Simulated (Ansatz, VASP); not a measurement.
# Mg: VASP beside Ansatz

```
Mg
1.0
     3.20927    0.00000    0.00000
    -1.60464    2.77931    0.00000
     0.00000    0.00000    5.62716
Mg
2
Cartesian
  0.0000 1.8529 1.4068
  1.6046 0.9264 4.2204
```

Change from the starting cell: strain +0.000 along x and y, +0.080 along z, atoms carried along.

Alike in both runs: task single point; functional PBE; k mesh 18 × 18 × 10; occupations gaussian, width 0.15 eV; no spin polarisation.

|  | VASP | Ansatz |
| --- | --- | --- |
| version | VASP 6.6.1 | Ansatz 0.2.0 |
| potentials or method | VASP PAW PBE potentials, release 64 (Mg), cutoff 520 eV | scalar-relativistic, plane waves, PAW |
| valence electrons in the cell | 4 | 20 |

VASP gave:

- gap on the k mesh at the Fermi level (eV): none
- pressure (GPa): -2.6
- traceless stress, the component that is largest in VASP (GPa): -1.74

Problem. What did Ansatz give for the same quantities?

Solution. gap on the k mesh at the Fermi level (eV): none; pressure (GPa): -2.4; traceless stress, the component that is largest in VASP (GPa): -1.74.

A gap of «none» marks a metal or a gap that the smearing closes. The functional is the same, so the differences come from potentials, cutoffs and numerics. VASP's potentials hold 4 valence electrons a cell and Ansatz's 20, so a difference there can come from the potentials and not from the codes.
